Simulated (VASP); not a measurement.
Set up this calculation in VASP 6.6.1, as the native input.

- Task: single point
- Functional: BLYP
- Potentials or basis: VASP PAW PBE potentials, release 64 (Ti_sv)
- Cutoff: 520 eV
- k mesh: 11 × 11 × 11
- Occupations: fermi-dirac, width 0.1 eV
- Spin: no spin polarisation
- Dipole correction: no
- Further INCAR settings: ALGO = Normal; EDIFF = 1e-06; NBANDS = 19

The structure of Ti lies in POSCAR:

```
Ti
1.0
    0.0000000000      2.7913226950      2.7913226950
    2.7913226950      0.0000000000      2.7913226950
    2.7913226950      2.7913226950      0.0000000000
Ti
2
Direct
    0.1250000000      0.1250000000      0.1250000000
    0.8750000000      0.8750000000      0.8750000000
```

This cell differs from its parent crystal: volume scaled by 0.88.

The input as run:

INCAR

```
SYSTEM = Ti
PREC = Accurate
ENCUT = 520
EDIFF = 1E-6
ISMEAR = -1
SIGMA = 0.1
LREAL = .FALSE.
LASPH = .TRUE.
NELM = 100
ALGO = Normal
ISIF = 2
LWAVE = .FALSE.
LCHARG = .TRUE.
GGA = B5
ALDAX = 1.0
AGGAX = 1.0
AGGAC = 1.0
ALDAC = 0.0
LELF = .TRUE.
LVHAR = .TRUE.
NBANDS = 19
```

KPOINTS

```
regular mesh
0
G
  11 11 11
  0 0 0
```

Potentials or basis: VASP PAW PBE potentials, release 64 (Ti_sv).

Launch:

```console
$ cat potpaw_PBE.64/Ti_sv/POTCAR > POTCAR
$ mpirun -np 1 vasp_std > vasp.out
```

Results of the run:

```yaml
Pressure: 4.4 GPa
Band_gap_on_the_k_mesh: zero (band 12 reaches 6.32 eV, above the bottom of band 13 at 6.12 eV)
```

Caveat: the PAW data sets were made with another functional, which shifts forces and pressure a little.

It took 65 s on 1 thread of Intel(R) Xeon(R) Platinum 8259CL CPU @ 2.50GHz (Skylake/Cascade Lake), with other jobs on the host, peak memory 0.19 GiB.
